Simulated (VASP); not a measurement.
# Na16F (a cell with a defect) in VASP: notebook, part 2 of 2

VASP 6.6.1.

## 3. Single point, LDA

File INCAR:

```
PREC = Accurate
ENCUT = 520
EDIFF = 1E-7
ISMEAR = -1
SIGMA = 0.05
LREAL = Auto
LASPH = T
NELM = 80
ALGO = Normal
ISIF = 2
LWAVE = F
LCHARG = T
LELF = T
LVHAR = T
NBANDS = 74
```

File KPOINTS:

```
regular mesh
0
Gamma
  2 2 2
```

File POSCAR:

```
Na16F
1.0
    8.4600000000      0.0000000000      0.0000000000
    0.0000000000      8.4600000000      0.0000000000
    0.0000000000      0.0000000000      8.4600000000
Na F
16 1
Direct
    0.0322677301     -0.0001534377      0.0100643395
    0.4678772617     -0.0001543133      0.0100694583
    0.0143746173      0.4999461148     -0.0064927102
   -0.0223658009     -0.0001283798      0.4681347809
    0.2501233108      0.2714561879      0.2812216394
    0.4857947528      0.4999463736     -0.0064686659
    0.5225645485     -0.0001284063      0.4680881893
    0.7500884693      0.2685791842      0.2330223289
   -0.0186871250      0.4999046948      0.5154950059
    0.2501233905      0.7283376401      0.2812698008
    0.2501332983      0.2174203301      0.7397408538
    0.5188835694      0.4999040954      0.5154577164
    0.7500889808      0.7312067201      0.2330636705
    0.7500503125      0.2355079247      0.7562593150
    0.2501343013      0.7824318604      0.7397284929
    0.7500506068      0.7643053984      0.7562251866
    0.2500280058     -0.0000243773      0.8750252979
```

Potentials or basis: VASP PAW LDA potentials, release 64 (Na_pv, F).

Run with:

```bash
$ cat potpaw_LDA.64/Na_pv/POTCAR potpaw_LDA.64/F/POTCAR > POTCAR
$ mpirun -np 1 vasp_std > vasp.out
```

OUTCAR:

```text
PREC = Accurate
   ENCUT = 520
   EDIFF = 1E-7
   ISMEAR = -1
   LREAL = Auto
   LASPH = T
   NELM = 80
   ISIF = 2

 ion  position               nearest neighbor table
   1  0.032  1.000  0.010-  17 2.17
   2  0.468  1.000  0.010-  17 2.17
   3  0.014  0.500  0.994-
   4  0.978  1.000  0.468-
   5  0.250  0.271  0.281-
   6  0.486  0.500  0.994-
   7  0.523  1.000  0.468-
   8  0.750  0.269  0.233-
   9  0.981  0.500  0.515-
  10  0.250  0.728  0.281-
  11  0.250  0.217  0.740-  17 2.17
  12  0.519  0.500  0.515-
  13  0.750  0.731  0.233-
  14  0.750  0.236  0.756-
  15  0.250  0.782  0.740-  17 2.17
  16  0.750  0.764  0.756-
  17  0.250  1.000  0.875-  11 2.17  15 2.17   1 2.17   2 2.17

  LATTYP: Found a simple cubic cell.
 ALAT       =     8.4600000000

  Lattice vectors:

 A1 = (   8.4600000000,   0.0000000000,   0.0000000000)
 A2 = (   0.0000000000,   8.4600000000,   0.0000000000)
 A3 = (   0.0000000000,   0.0000000000,   8.4600000000)

Analysis of symmetry for initial positions (statically):
=====================================================================
 Subroutine PRICEL returns:
 Original cell was already a primitive cell.

 Routine SETGRP: Setting up the symmetry group for a
 simple cubic supercell.

 Subroutine GETGRP returns: Found  1 space group operations
 (whereof  1 operations were pure point group operations)
 out of a pool of 48 trial point group operations.

The static configuration has the point symmetry C_1 .

Analysis of symmetry for dynamics (positions and initial velocities):
[... 141 lines left out ...]
   IALGO  =     38    algorithm
   IMIX   =      4    mixing-type and parameters
     AMIX     =   0.40;   BMIX     =  1.00
     AMIX_MAG =   1.60;   BMIX_MAG =  1.00
  volume/ion in A,a.u.               =      35.62       240.36
  Fermi-wavevector in a.u.,A,eV,Ry     =   0.951817  1.798673 12.326274  0.905956
  Thomas-Fermi vector in A             =   2.080322
   LORBIT       =      0    0 simple, 1 ext, 2 COOP (PROOUT), +10 PAW based schemes
   GGA     = CA    functional components
   LHFCALC =     F    Hartree Fock is set to
   AEXX    =    0.0000 exact exchange contribution
   IVDW    =     0    specifies the selected vdW correction
   LEPSILON=     F    determine dielectric tensor
   LRPA    =     F    only Hartree local field effects (RPA)
 non-spin polarized calculation
  energy-cutoff  :      520.00
  volume of cell :      605.50
 maximum number of plane-waves:     16384
 NGX is ok and might be reduce to    64
   NGX = 31   NGY = 31   NGZ = 31

 number of electron     118.9999946 magnetization

 Free energy of the ion-electron system (eV)
  ---------------------------------------------------
  ext. energy  EPLUGINS =         0.00000000
  ---------------------------------------------------
  free energy    TOTEN  =       -29.92643890 eV

  energy without entropy =      -29.78014875  energy(sigma->0) =      -29.85329382

 E-fermi :   0.0732     XC(G=0):  -6.7395

 val. band max:       -0.2155051767   @ k =   0.0000   0.0000   0.5000
 cond. band min:       0.0775871691   @ k =   0.5000   0.0000   0.5000
 fundamental gap:      0.2930923458
 Fermi energy:         0.0731590475

 k-point     1 :       0.0000    0.0000    0.0000
  band No.  band energies     occupation
      1     -24.9824      2.00000
      2     -24.8368      2.00000
      3     -24.8314      2.00000
      4     -24.8312      2.00000
      5     -24.8310      2.00000
      6     -24.8305      2.00000
[... 581 lines left out ...]
     70       2.4431      0.00000
     71       2.4442      0.00000
 [bands above 71 left out]

------------------------ aborting loop because EDIFF is reached ----------------------------------------

  FORCE on cell =-STRESS in cart. coord.  units (eV):
  Direction    XX          YY          ZZ          XY          YZ          ZX
  --------------------------------------------------------------------------------------
  -------------------------------------------------------------------------------------
  Total       -3.0343493     -3.0295000     -2.9481992     -0.0000115     -0.0013251     -0.0011526
  in kB       -8.0290668     -8.0162350     -7.8011086     -0.0000304     -0.0035063     -0.0030499
  external PRESSURE =      -7.9488035 kB  Pullay stress =       0.0000000 kB

 VOLUME and BASIS-vectors are now :
 -----------------------------------------------------------------------------
  energy-cutoff  :      520.00
  volume of cell :      605.50
      direct lattice vectors                 reciprocal lattice vectors
     8.460000000  0.000000000  0.000000000     0.118203310  0.000000000  0.000000000
     0.000000000  8.460000000  0.000000000     0.000000000  0.118203310  0.000000000
     0.000000000  0.000000000  8.460000000     0.000000000  0.000000000  0.118203310

 POSITION                                       TOTAL-FORCE (eV/Angst)
 -----------------------------------------------------------------------------------
      0.27298      8.45870      0.08514        -0.012462      0.000183      0.005598
      3.95824      8.45869      0.08519         0.011295      0.000194      0.004988
      0.12161      4.22954      8.40507         0.000233     -0.000009     -0.001606
      8.27079      8.45891      3.96042         0.004016      0.000109      0.002036
      2.11604      2.29652      2.37914        -0.000155     -0.002138     -0.001889
      4.10982      4.22955      8.40528        -0.000195     -0.000002     -0.001702
[... 9 lines left out ...]
      6.34543      6.46602      6.39767         0.000021     -0.001276      0.001043
      2.11524      8.45979      7.40271         0.001817     -0.002037      0.001931
 -----------------------------------------------------------------------------------
    total drift:                                0.000619     -0.000627      0.000158

  FREE ENERGIE OF THE ION-ELECTRON SYSTEM (eV)
  ---------------------------------------------------
  free  energy   TOTEN  =       -29.9264389028 eV

  energy  without entropy=      -29.7801487454  energy(sigma->0) =      -29.85329382
```

stdout:

```text
POSCAR found type information on POSCAR NaF
 POSCAR found :  2 types and      17 ions
 scaLAPACK will be used
 LDA part: xc-table for (Slater(with rela. corr.)+CA(PZ))
 , standard interpolation
 POSCAR, INCAR and KPOINTS ok, starting setup
 FFT: planning ... GRIDC
 FFT: planning ... GRID_SOFT
 FFT: planning ... GRID
 WAVECAR not read
 entering main loop
```

Wall time 4.1 min (1 thread of Intel Xeon Platinum 8488C (Sapphire Rapids), shared host); peak memory 0.54 GiB.

What came out:

* Free energy: -29.9264 eV
* Pressure: -0.8 GPa
* Largest force: 0.017 eV/Å
* Band gap on the k mesh: zero (an odd number of electrons rules out a gap without spin polarisation)

Forces in eV/Å, atoms in the order of the input:
```
Na  -0.012  0.000  0.006
Na   0.011  0.000  0.005
Na   0.000  0.000 -0.002
Na   0.004  0.000  0.002
Na   0.000 -0.002 -0.002
Na   0.000  0.000 -0.002
Na  -0.004  0.000  0.002
Na   0.000 -0.002  0.000
Na   0.001  0.000  0.001
Na   0.000  0.002 -0.002
Na   0.000  0.015 -0.008
Na  -0.002  0.000  0.002
Na   0.000  0.003  0.000
Na   0.000  0.001  0.001
Na   0.000 -0.014 -0.007
Na   0.000 -0.001  0.001
F    0.002 -0.002  0.002
```

Levels at points of the mesh, in eV from the Fermi level:
```tsv
k point	band 56	band 57	band 58	band 59	band 60	band 61	band 62	band 63
(0.00, 0.00, 0.00)	-0.90	-0.90	-0.88	-0.61	0.85	0.89	0.95	0.95
(0.50, 0.00, 0.00)	-0.47	-0.47	-0.47	-0.36	-0.32	-0.29	0.02	1.38
(0.00, 0.50, 0.00)	-0.47	-0.47	-0.47	-0.36	-0.32	-0.29	0.02	1.38
(0.00, 0.00, 0.50)	-0.49	-0.49	-0.43	-0.40	-0.29	-0.29	0.03	1.36
(0.50, 0.50, 0.00)	-1.77	0.03	0.03	0.06	0.06	0.11	0.12	0.35
(0.00, 0.50, 0.50)	-1.72	0.01	0.01	0.02	0.07	0.08	0.14	0.36
(0.50, 0.00, 0.50)	-1.71	0.00	0.02	0.02	0.06	0.08	0.13	0.36
(0.50, 0.50, 0.50)	-1.52	-1.43	-1.35	-1.35	-0.86	2.26	2.27	2.27
```

Caveat: the k points lie up to 0.37 Å⁻¹ apart, too coarse for converged energies and pressures of a metal; an odd number of electrons without spin polarisation forces a metal; a magnetic or distorted state may lie lower.

The gap in the log of VASP goes by the Fermi energy; the results here count the filled bands.